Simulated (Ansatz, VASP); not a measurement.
**CsPbCl3 in VASP and in Ansatz**

File INCAR:

```
ALGO = Normal
EDIFF = 1E-6
EDIFFG = -0.01
ENCUT = 600
GGA = PE
IBRION = 2
ISIF = 3
ISMEAR = -1
LASPH = T
LCHARG = F
LREAL = F
LWAVE = F
NELM = 60
NSW = 60
PREC = Accurate
SIGMA = 0.05
```

File KPOINTS:

```
k-points
0
Gamma
  5 5 5
```

The input POSCAR:

```
CsPbCl3
1.0
    5.6050000000      0.0000000000      0.0000000000
    0.0000000000      5.6050000000      0.0000000000
    0.0000000000      0.0000000000      5.6050000000
Pb Cs Cl
1 1 3
Direct
    0.5000000000      0.5000000000      0.5000000000
    0.0000000000      0.0000000000      0.0000000000
    0.5000000000      0.0000000000      0.5000000000
    0.0000000000      0.5000000000      0.5000000000
    0.5000000000      0.5000000000      0.0000000000
```

Contents of input.yaml:

```yaml
crystal:
  lattice:
    - [5.605, 0.0, 0.0]
    - [0.0, 5.605, 0.0]
    - [0.0, 0.0, 5.605]
  atoms:
    - { symbol: Pb, position: [0.5, 0.5, 0.5] }
    - { symbol: Cs, position: [0.0, 0.0, 0.0] }
    - { symbol: Cl, position: [0.5, 0.0, 0.5] }
    - { symbol: Cl, position: [0.0, 0.5, 0.5] }
    - { symbol: Cl, position: [0.5, 0.5, 0.0] }
hamiltonian:
  xc: pbe
  pseudopotentials: { kind: paw }
kpoints:
  mp_grid: { grid: [5, 5, 5] }
scf:
  occupations: { method: fermi_dirac, width: 0.05 }
output:
  forces: true
  stress: true
relax:
  f_tol: 0.01
  max_steps: 40
  cell: { stress_tol: 0.05 }
```

Alike in both runs: task relaxation of cell and atoms; functional PBE; k mesh 5 × 5 × 5; occupations fermi-dirac, width 0.05 eV; no spin polarisation.

|  | VASP | Ansatz |
| --- | --- | --- |
| version | VASP 6.6.1 | Ansatz 0.2.0 |
| potentials or method | VASP PAW PBE potentials, release 64 (Pb_d, Cs_sv, Cl) | Ansatz PAW |
| plane-wave cutoff (eV) | 600 | 420 |
| valence electrons in the cell | 44 | 44 |

Ansatz gave:

- relaxed volume (Å³/atom): 37.69
- relaxed cell length with the largest relative difference (Å): 5.733

**Question.** Estimate VASP's values.

**Answer.** Relaxed volume (Å³/atom): 37.68; relaxed cell length with the largest relative difference (Å): 5.733.

Neither program's run includes spin-orbit coupling. Noted on Ansatz's run: odd divisions of the mesh miss points on the zone boundary, where band edges often lie, so the gap on the mesh can be too wide; the plane-wave basis is chosen anew once the cell has moved, so the energies of steps on either side of that aren't comparable.
